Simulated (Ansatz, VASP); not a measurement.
**Cu: VASP beside Ansatz**

```
Cu
1.0
     0.00000    1.78128    1.78128
     1.78128    0.00000    1.78128
     1.78128    1.78128    0.00000
Cu
1
Direct
  0.00000 0.00000 0.00000
```

Alike in both runs: task single point; functional PBEsol; k mesh 16 × 16 × 16; occupations gaussian, width 0.05 eV; no spin polarisation.

|  | VASP | Ansatz |
| --- | --- | --- |
| version | VASP 6.6.1 | Ansatz 0.2.0 |
| potentials or method | VASP PAW PBE potentials, release 64 (Cu), cutoff 600 eV | scalar-relativistic, plane waves, PAW |
| valence electrons in the cell | 11 | 19 |

|  | VASP | Ansatz | Ansatz less VASP |
| --- | --- | --- | --- |
| gap on the k mesh at the Fermi level (eV) | none | none | - |
| pressure (GPa) | 1.0 | 0.3 | -0.77 |

VASP's potentials were made for PBE, not for PBEsol. A gap of «none» marks a metal or a gap that the smearing closes. VASP's potentials hold 11 valence electrons a cell and Ansatz's 19, so a difference there can come from the potentials and not from the codes.
